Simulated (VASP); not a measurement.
# BaTiO3 (P1) in VASP: further runs

The runs below take BaTiO3 through single point, with PBE, LDA, PBEsol+U.

Everything below comes from runs of VASP 6.6.1. Logs are shortened: lines on timing, memory, paths and dates and some standing lists are left out, and cuts for length are marked.

**1. The cell of the first run**

The typed cell holds 10 atoms: a = 3.964 Å, b = 5.669 Å, c = 5.729 Å, α = 93.55°, β = 92.29°, γ = 91.36°.

**2. Single point, PBE**

INCAR

```
SYSTEM = BaTiO3
PREC     = Accurate       ! precision mode
ENCUT    = 520            ! plane-wave cutoff, eV
EDIFF    = 1E-6           ! SCF threshold, eV
ISMEAR   = -1             ! smearing method
SIGMA    = 0.05           ! smearing width, eV
LREAL    = .FALSE.        ! projectors in reciprocal space
LASPH    = .TRUE.         ! aspherical terms in the spheres
NELM     = 100            ! most SCF steps
ALGO     = Normal         ! electronic algorithm
ISIF     = 2              ! what is computed and relaxed
LWAVE    = .FALSE.        ! write WAVECAR
LCHARG   = .FALSE.        ! write CHGCAR
GGA      = PE             ! functional
NBANDS   = 51             ! bands
```

KPOINTS

```
Automatic mesh
0
G
  7 5 5
  0 0 0
```

POSCAR

```
BaTiO3
1.0
   -0.0915918800      0.0227814800     -3.9623969300
    3.8808838200      4.1317799600      0.0684987100
    3.9231712500     -4.1740673900      0.1138552900
Ba Ti O
2 2 6
Direct
    0.9974869000      0.0001477200      0.0004271700
    0.9998202700      0.4987526000      0.5010867700
    0.5007474000      0.4990591200      0.9978540800
    0.5036564600      0.9987681300      0.4973819700
    0.9989596600      0.4987799700      0.9982409700
    0.0019446300      0.9997553300      0.5021167700
    0.4941324700      0.2515279200      0.2525101600
    0.4993701600      0.7523144300      0.7482599000
    0.5032595700      0.2508647700      0.7496877100
    0.5006224800      0.7500300100      0.2524344900
```

Potentials or basis: VASP PAW PBE potentials, release 64 (Ba_sv, Ti_sv, O).

Launch:

```console
> cat potpaw_PBE.64/Ba_sv/POTCAR potpaw_PBE.64/Ti_sv/POTCAR potpaw_PBE.64/O/POTCAR > POTCAR
> mpirun -np 1 vasp_std > vasp.out
```

OUTCAR:

```text
SYSTEM = BaTiO3
   PREC = Accurate
   ENCUT = 520
   EDIFF = 1E-6
   ISMEAR = -1
   LREAL = .FALSE.
   LASPH = .TRUE.
   NELM = 100
   ISIF = 2
   GGA = PE

 ion  position               nearest neighbor table
   1  0.997  0.000  0.000-   8 2.71   7 2.72   5 2.83   5 2.84   9 2.84   8 2.85   6 2.86   7 2.86
                            10 2.87   6 2.87  10 2.88   9 2.91   3 3.42   4 3.42   4 3.42   3 3.42
   2  1.000  0.499  0.501-   8 2.72   7 2.72   7 2.82   6 2.83   6 2.84   8 2.85   5 2.85  10 2.85
                             9 2.85   9 2.87   5 2.88  10 2.89   3 3.40   4 3.41   4 3.43   3 3.43
   3  0.501  0.499  0.998-   9 1.94  10 1.97   5 1.97   5 1.99   7 2.09   8 2.09   2 3.40   1 3.42
                             1 3.42   2 3.43   1 3.48   1 3.51   2 3.53   2 3.57
   4  0.504  0.999  0.497-  10 1.93   9 1.97   6 1.97   6 1.99   8 2.07   7 2.07   2 3.41   1 3.42
                             1 3.42   2 3.43   2 3.49   2 3.51   1 3.52   1 3.58
   5  0.999  0.499  0.998-   3 1.97   3 1.99   1 2.83   1 2.84   2 2.85   2 2.88
   6  0.002  1.000  0.502-   4 1.97   4 1.99   2 2.83   2 2.84   1 2.86   1 2.87
   7  0.494  0.252  0.253-   4 2.07   3 2.09   1 2.72   2 2.72   2 2.82   1 2.86
   8  0.499  0.752  0.748-   4 2.07   3 2.09   1 2.71   2 2.72   2 2.85   1 2.85
   9  0.503  0.251  0.750-   3 1.94   4 1.97   1 2.84   2 2.85   2 2.87   1 2.91
  10  0.501  0.750  0.252-   4 1.93   3 1.97   2 2.85   1 2.87   1 2.88   2 2.89

  LATTYP: Found a triclinic cell.
 ALAT       =     3.9635208463
 B/A-ratio  =     2.8714633578
 C/A-ratio  =     1.7246286243
 COS(alpha) =     0.0029855317
 COS(beta)  =     0.5464108359
 COS(gamma) =     0.7283940205

  Lattice vectors:

 A1 = (   0.0915918800,  -0.0227814800,   3.9623969300)
 A2 = (   7.9872388300,  -0.0878503900,   8.1071478600)
 A3 = (  -3.8315793700,   4.1512859100,   3.8485416400)

Analysis of symmetry for initial positions (statically):
=====================================================================
 Subroutine PRICEL returns:
 Original cell was already a primitive cell.

 Routine SETGRP: Setting up the symmetry group for a
 triclinic supercell.

 Subroutine GETGRP returns: Found  1 space group operations
 (whereof  1 operations were pure point group operations)
 out of a pool of  2 trial point group operations.

The static configuration has the point symmetry C_1 .

Analysis of symmetry for dynamics (positions and initial velocities):
=====================================================================
 Subroutine PRICEL returns:
 Original cell was already a primitive cell.

 Routine SETGRP: Setting up the symmetry group for a
 triclinic supercell.

 Subroutine GETGRP returns: Found  1 space group operations
 (whereof  1 operations were pure point group operations)
 out of a pool of  2 trial point group operations.

The dynamic configuration has the point symmetry C_1 .

 Subroutine INISYM returns: Found  1 space group operations
 (whereof  1 operations are pure point group operations),
 and found     1 'primitive' translations

----------------------------------------------------------------------------------------

                                     Primitive cell

  volume of cell :     128.3431

  direct lattice vectors                    reciprocal lattice vectors
    -0.091591880  0.022781480 -3.962396930     0.005893134 -0.001348939 -0.252516472
     3.880883820  4.131779960  0.068498710     0.128847721  0.121040644 -0.002282437
     3.923171250 -4.174067390  0.113855290     0.127574530 -0.119767453 -0.003637513

  length of vectors
     3.963520846  5.668999642  5.729491623     0.252588831  0.176798706  0.175022099

  position of ions in fractional coordinates (direct lattice)
     0.997486900  0.000147720  0.000427170
     0.999820270  0.498752600  0.501086770
     0.500747400  0.499059120  0.997854080
     0.503656460  0.998768130  0.497381970
     0.998959660  0.498779970  0.998240970
     0.001944630  0.999755330  0.502116770
     0.494132470  0.251527920  0.252510160
     0.499370160  0.752314430  0.748259900
     0.503259570  0.250864770  0.749687710
     0.500622480  0.750030010  0.252434490

  ion indices of the primitive-cell ions
   primitive index   ion index
                 1           1
                 2           2
                 3           3
                 4           4
                 5           5
                 6           6
                 7           7
                 8           8
                 9           9
                10          10

----------------------------------------------------------------------------------------

 KPOINTS: Automatic mesh

Automatic generation of k-mesh.
 Grid dimensions read from file:
 generate k-points for:    7    5    5

 Generating k-lattice:

  Cartesian coordinates                     Fractional coordinates (reciprocal lattice)
     0.000841876 -0.000192706 -0.036073782     0.142857143 -0.000000000 -0.000000000
     0.025769544  0.024208129 -0.000456487    -0.000000000  0.200000000  0.000000000
     0.025514906 -0.023953491 -0.000727503    -0.000000000 -0.000000000  0.200000000

  Length of vectors
     0.036084119  0.035359741  0.035004420

  Shift w.r.t. Gamma in fractional coordinates (k-lattice)
     0.000000000  0.000000000  0.000000000

 Subroutine IBZKPT returns following result:
 ===========================================

 Found     88 irreducible k-points:

 Following reciprocal coordinates:
            Coordinates               Weight
  0.000000  0.000000  0.000000      1.000000
  0.142857  0.000000  0.000000      2.000000
  0.285714  0.000000 -0.000000      2.000000
  0.428571 -0.000000 -0.000000      2.000000
  0.000000  0.200000  0.000000      2.000000
  0.142857  0.200000  0.000000      2.000000
[... 16 lines left out ...]
 -0.428571  0.000000  0.200000      2.000000
 -0.285714 -0.000000  0.200000      2.000000
 [... further k-points ...]
   k-points           NKPTS =     88   k-points in BZ     NKDIM =     88   number of bands    NBANDS=     51
   number of dos      NEDOS =    301   number of ions     NIONS =     10
   total plane-waves  NPLWV =  60480
   dimension x,y,z NGX =    30 NGY =   42 NGZ =   48
   dimension x,y,z NGXF=    60 NGYF=   84 NGZF=   96
   ions per type =               2   2   6
   NGX,Y,Z   is equivalent  to a cutoff of  12.58, 12.32, 13.93 a.u.
   NGXF,Y,Z  is equivalent  to a cutoff of  25.17, 24.63, 27.86 a.u.
 SYSTEM =  BaTiO3
   PREC   = accura    normal or accurate (medium, high low for compatibility)
   ISTART =      0    job   : 0-new  1-cont  2-samecut
   ICHARG =      2    charge: 1-file 2-atom 10-const
   ISPIN  =      1    spin polarized calculation?
   LNONCOLLINEAR =      F non collinear calculations
   LSORBIT =      F    spin-orbit coupling
   LASPH  =      T    aspherical Exc in radial PAW
   ENCUT  =  520.0 eV  38.22 Ry    6.18 a.u.   7.37 10.54 10.65*2*pi/ulx,y,z
   NELM   =    100;   NELMIN=  2; NELMDL= -5     # of ELM steps
   EDIFF  = 0.1E-05   stopping-criterion for ELM
   LREAL  =      F    real-space projection
   EDIFFG = 0.1E-04   stopping-criterion for IOM
   NSW    =      0    number of steps for IOM
   IBRION =     -1    ionic relax: 0-MD 1-quasi-New 2-CG
   NFREE  =      0    steps in history (QN), initial steepest desc. (CG)
   ISIF   =      2    stress and relaxation
   ISYM   =      2    0-nonsym 1-usesym 2-fastsym
   POTIM  = 0.5000    time-step for ionic-motion
   TEBEG  =    0.0;   TEEND  =   0.0 temperature during run
   PSTRESS=    0.0 pullay stress
   NELECT =      80.0000    total number of electrons
   NUPDOWN=      -1.0000    fix difference up-down
   EMIN   =  10.00;   EMAX   =-10.00  energy-range for DOS
   EFERMI =   0.00;   METHOD = LEGACY
   ISMEAR =    -1;   SIGMA  =   0.05  broadening in eV -4-tet -1-fermi 0-gaus
   EFERMI_NEDOS =   21; number of points for ismear=-14 and -15
   IALGO  =     38    algorithm
   IMIX   =      4    mixing-type and parameters
     AMIX     =   0.40;   BMIX     =  1.00
     AMIX_MAG =   1.60;   BMIX_MAG =  1.00
  volume/ion in A,a.u.               =      12.83        86.61
  Fermi-wavevector in a.u.,A,eV,Ry     =   1.398451  2.642689 26.608446  1.955666
  Thomas-Fermi vector in A             =   2.521608
   LORBIT       =      0    0 simple, 1 ext, 2 COOP (PROOUT), +10 PAW based schemes
   GGA     = PE    functional components
   LHFCALC =     F    Hartree Fock is set to
   AEXX    =    0.0000 exact exchange contribution
   IVDW    =     0    specifies the selected vdW correction
   LEPSILON=     F    determine dielectric tensor
   LRPA    =     F    only Hartree local field effects (RPA)
 non-spin polarized calculation
  energy-cutoff  :      520.00
  volume of cell :      128.34
 maximum number of plane-waves:      3473
 NGX is ok and might be reduce to    30
   NGX = 15   NGY = 21   NGZ = 21

 number of electron      79.9999977 magnetization

 Free energy of the ion-electron system (eV)
  ---------------------------------------------------
  ext. energy  EPLUGINS =         0.00000000
  ---------------------------------------------------
  free energy    TOTEN  =       -79.64017258 eV

  energy without entropy =      -79.64017257  energy(sigma->0) =      -79.64017257

 E-fermi :   4.7223     XC(G=0): -11.2529

 val. band max:        3.8847018966   @ k =   0.4286  -0.0000  -0.0000
 cond. band min:       5.4582646547   @ k =   0.0000   0.0000   0.0000
 fundamental gap:      1.5735627581
 Fermi energy:         4.7223075659

 k-point     1 :       0.0000    0.0000    0.0000
  band No.  band energies     occupation
      1     -52.8436      2.00000
      2     -52.7601      2.00000
      3     -29.1153      2.00000
      4     -29.0687      2.00000
      5     -29.0512      2.00000
      6     -29.0171      2.00000
[... 43 lines left out ...]
     50       8.6610      0.00000
     51       9.1860      0.00000
[... 1240 lines left out ...]
     50      10.2662      0.00000
     51      10.7470      0.00000

 [... further k-points ...]

------------------------ aborting loop because EDIFF is reached ----------------------------------------

  FORCE on cell =-STRESS in cart. coord.  units (eV):
  Direction    XX          YY          ZZ          XY          YZ          ZX
  --------------------------------------------------------------------------------------
  -------------------------------------------------------------------------------------
  Total        7.9417601     -1.7539154      5.1430506      1.0003144      1.0651143     -4.8139899
  in kB       99.1413362    -21.8950856     64.2035141     12.4874720     13.2964041    -60.0956697
  external PRESSURE =      47.1499216 kB  Pullay stress =       0.0000000 kB

 VOLUME and BASIS-vectors are now :
 -----------------------------------------------------------------------------
  energy-cutoff  :      520.00
  volume of cell :      128.34
      direct lattice vectors                 reciprocal lattice vectors
    -0.091591880  0.022781480 -3.962396930     0.005893134 -0.001348939 -0.252516472
     3.880883820  4.131779960  0.068498710     0.128847721  0.121040644 -0.002282437
     3.923171250 -4.174067390  0.113855290     0.127574530 -0.119767453 -0.003637513

 POSITION                                       TOTAL-FORCE (eV/Angst)
 -----------------------------------------------------------------------------------
     -0.08911      0.02155     -3.95238        -0.048120      0.026979     -0.075757
      3.80987     -0.00806     -3.87047        -0.006540      0.077797     -0.022420
      5.80568     -2.09170     -1.83636        -0.055660     -0.002926      0.010266
      5.78129      2.06206     -1.87064         0.082494     -0.093566      0.045126
      5.76048     -2.08312     -3.81045         0.118545      0.010344     -0.017158
      5.84965      2.03494      0.11795        -0.026364      0.086129      0.134165
      1.92153     -0.00348     -1.91197        -0.125441      0.069568     -0.153923
      5.80946     -0.00351     -1.84198         0.044771     -0.259124     -0.002081
      3.86864     -2.08126     -1.89157         0.207428     -0.042476      0.081224
      3.85527      2.05669     -1.90355        -0.191115      0.127275      0.000558
 -----------------------------------------------------------------------------------
    total drift:                                0.000611      0.000285     -0.000806

  FREE ENERGIE OF THE ION-ELECTRON SYSTEM (eV)
  ---------------------------------------------------
  free  energy   TOTEN  =       -79.6401725814 eV

  energy  without entropy=      -79.6401725685  energy(sigma->0) =      -79.64017257
```

It took 9.7 min on 1 thread of Intel Xeon Platinum 8259CL at 2.50GHz (Skylake/Cascade Lake), shared host; peak memory 0.57 GiB.

What came out:

```
Free energy            : -79.6402 eV
Pressure               : 4.7 GPa
Largest force          : 0.263 eV/Å
Band gap on the k mesh : 1.57 eV
```

Forces in eV/Å, atoms in the order of the input:
```
Ba  -0.048  0.027 -0.076
Ba  -0.007  0.078 -0.022
Ti  -0.056 -0.003  0.010
Ti   0.082 -0.094  0.045
O    0.119  0.010 -0.017
O   -0.026  0.086  0.134
O   -0.125  0.070 -0.154
O    0.045 -0.259 -0.002
O    0.207 -0.042  0.081
O   -0.191  0.127  0.001
```

Levels at points of the mesh, in eV from the valence-band top:
| k point | band 38 | band 39 | band 40 | band 41 | band 42 | band 43 |
| --- | --- | --- | --- | --- | --- | --- |
| (0.00, 0.00, 0.00) | -0.24 | -0.22 | -0.02 | 1.57 | 1.72 | 1.77 |

Caveat: the cell stands under pressure; spin-orbit coupling is left out, which moves the levels of the heavy elements; an odd mesh through Γ misses points on the zone boundary, where band edges can lie.

**3. Single point, LDA**

INCAR

```
ALGO = Normal
EDIFF = 1E-6
ENCUT = 520
GGA = CA
ISIF = 2
ISMEAR = -1
LASPH = T
LCHARG = T
LELF = T
LREAL = F
LVHAR = T
LWAVE = F
NBANDS = 51
NELM = 80
PREC = Accurate
SIGMA = 0.05
```

KPOINTS

```
k-points
0
Gamma
  7 5 5
```

POSCAR is that of step 2.

Potentials or basis: VASP PAW LDA potentials, release 64 (Ba_sv, Ti_sv, O).

Launch:

```console
> cat potpaw_LDA.64/Ba_sv/POTCAR potpaw_LDA.64/Ti_sv/POTCAR potpaw_LDA.64/O/POTCAR > POTCAR
> mpirun -np 1 vasp_std > vasp.out
```

Run time: 21 min. Hardware: 1 thread of Intel Xeon 8259CL, shared host; peak memory 0.53 GiB.

The run converged. Its results:

| Property | Result |
| --- | --- |
| Free energy | -87.9207 eV |
| Pressure | -6.0 GPa |
| Largest force | 0.245 eV/Å |
| Band gap on the k mesh | 1.48 eV |

Forces in eV/Å, atoms in the order of the input:
```
Ba  -0.050  0.033 -0.072
Ba  -0.006  0.071 -0.024
Ti  -0.066 -0.006  0.007
Ti   0.077 -0.100  0.046
O    0.110  0.012 -0.010
O   -0.028  0.087  0.138
O   -0.124  0.057 -0.152
O    0.040 -0.242 -0.005
O    0.215 -0.038  0.076
O   -0.168  0.126 -0.004
```

Stress tensor (GPa, compression positive):
```
 -1.06   1.23  -5.91
  1.23 -12.59   1.31
 -5.91   1.31  -4.42
```

Levels at points of the mesh, in eV from the valence-band top:
| k point | band 37 | band 38 | band 39 | band 40 | band 41 | band 42 | band 43 | band 44 |
| --- | --- | --- | --- | --- | --- | --- | --- | --- |
| (0.00, 0.00, 0.00) | -0.33 | -0.25 | -0.23 | -0.02 | 1.48 | 1.63 | 1.68 | 3.10 |

Caveat: the cell stands under tension; spin-orbit coupling is left out, which moves the levels of the heavy elements; an odd mesh through Γ misses points on the zone boundary, where band edges can lie.

**4. Single point, PBEsol+U**

INCAR

```
SYSTEM = BaTiO3
PREC = Accurate
ENCUT = 520
EDIFF = 1E-6
ISMEAR = -1
SIGMA = 0.05
LREAL = .False.
LASPH = .True.
NELM = 150
ALGO = Normal
ISIF = 2
LWAVE = .False.
LCHARG = .False.
LMAXMIX = 4
LDAU = .True.
LDAUTYPE = 2
LDAUL = -1 2 -1
LDAUU = 0 1 0
LDAUJ = 0 0 0
LDAUPRINT = 1
GGA = PS
NBANDS = 51
```

KPOINTS

```
regular mesh
0
Gamma
  7 5 5
  0 0 0
```

POSCAR is that of step 3.

Potentials or basis: VASP PAW PBE potentials, release 64 (Ba_sv, Ti_sv, O).

Launch:

```console
> cat potpaw_PBE.64/Ba_sv/POTCAR potpaw_PBE.64/Ti_sv/POTCAR potpaw_PBE.64/O/POTCAR > POTCAR
> mpirun -np 1 vasp_std > vasp.out
```

It took 18 min on 1 thread of Oxide Virtual Turin-like, shared host; peak memory 0.53 GiB.

The run converged. Its results:

```yaml
Free_energy: -82.2714 eV
Pressure: -0.7 GPa
Largest_force: 0.258 eV/Å
Band_gap_on_the_k_mesh: 1.63 eV
```

Forces on the atoms (eV/Å):
```
Ba  -0.049  0.031 -0.073
Ba  -0.006  0.073 -0.023
Ti  -0.032 -0.005  0.018
Ti   0.111 -0.097  0.058
O    0.111  0.011 -0.022
O   -0.028  0.086  0.125
O   -0.124  0.069 -0.152
O    0.041 -0.255 -0.004
O    0.185 -0.039  0.076
O   -0.209  0.125 -0.002
```

Stress tensor (GPa, compression positive):
```
 4.45  1.23 -5.93
 1.23 -7.63  1.31
-5.93  1.31  0.95
```

Levels at points of the mesh, in eV from the valence-band top:
| k point | band 38 | band 39 | band 40 | band 41 | band 42 | band 43 |
| --- | --- | --- | --- | --- | --- | --- |
| (0.00, 0.00, 0.00) | -0.25 | -0.23 | -0.03 | 1.63 | 1.78 | 1.84 |

Eigenvalues of the final occupation matrices:
```csv
site,spin,trace,eigenvalues
site 3 d,1,0.85,0.12 0.12 0.13 0.23 0.26
site 3 d,2,0.85,0.12 0.12 0.13 0.23 0.26
site 4 d,1,0.86,0.12 0.12 0.13 0.23 0.26
site 4 d,2,0.86,0.12 0.12 0.13 0.23 0.26
```

Caveat: the PAW data sets were made with another functional, which shifts forces and pressure a little; spin-orbit coupling is left out, which moves the levels of the heavy elements; an odd mesh through Γ misses points on the zone boundary, where band edges can lie.

**5. Summary**

| level | potentials or basis | U | gap on the mesh (eV) | pressure (GPa) | largest force (eV/Å) |
| --- | --- | --- | --- | --- | --- |
| PBE | VASP PAW PBE potentials, release 64 (Ba_sv, Ti_sv, O) | - | 1.57 | 4.7 | 0.26 |
| LDA | VASP PAW LDA potentials, release 64 (Ba_sv, Ti_sv, O) | - | 1.48 | -6.0 | 0.25 |
| PBEsol+U | VASP PAW PBE potentials, release 64 (Ba_sv, Ti_sv, O) | Ti d U = 1.0 eV | 1.63 | -0.7 | 0.26 |

Alike in all rows: task single point; no spin polarisation; cell as given; k mesh 7 × 5 × 5; cutoff (eV) 520; smearing fermi-dirac 0.05 eV.

Caveats: spin-orbit coupling is left out, which moves the levels of the heavy elements; an odd mesh through Γ misses points on the zone boundary, where band edges can lie; the cell stands under pressure (at least some runs); the cell stands under tension (at least some runs); the PAW data sets were made with another functional, which shifts forces and pressure a little (at least some runs).

Absolute energies hang on the potentials; compare differences alone.
